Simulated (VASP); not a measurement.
KMgF3: single point with revPBE

Crystal: KMgF3.

```
K Mg F
1.0
     3.98590    0.00000    0.00000
     0.00000    3.98590    0.00000
     0.00000    0.00000    3.98590
K Mg F
1 1 3
Direct
  0.50000 0.50000 0.50000
  0.00000 0.00000 0.00000
  0.00000 0.00000 0.50000
  0.00000 0.50000 0.00000
  0.50000 0.00000 0.00000
```

- Program: VASP 6.6.1
- Task: single point
- Functional: revPBE
- Potentials or basis: VASP PAW PBE potentials, release 64 (K_sv, Mg, F)
- Cutoff: 520 eV
- k mesh: 7 × 7 × 7
- Occupations: fermi-dirac, width 0.05 eV
- Spin: no spin polarisation
- Dipole correction: no
- k mesh for the DOS: 11 × 11 × 11
- Occupations for the DOS: tetrahedron
- Further INCAR settings: ALGO = Normal; EDIFF = 1e-07

| Item | Value |
| --- | --- |
| Valence electrons inside the program's atomic spheres | K 7.61; Mg 0.36; F 6.16 |

Levels at points of the mesh, in eV from the valence-band top:
| k point | band 12 | band 13 | band 14 | band 15 | band 16 | band 17 | band 18 | band 19 | band 20 |
| --- | --- | --- | --- | --- | --- | --- | --- | --- | --- |
| (0.00, 0.00, 0.00) | -0.60 | -0.60 | -0.31 | -0.31 | -0.31 | 7.56 | 10.28 | 10.28 | 12.34 |

It took 29 s on 1 thread of Intel(R) Xeon(R) 6975P-C (Granite Rapids), with other jobs on the host, peak memory 0.2 GiB.
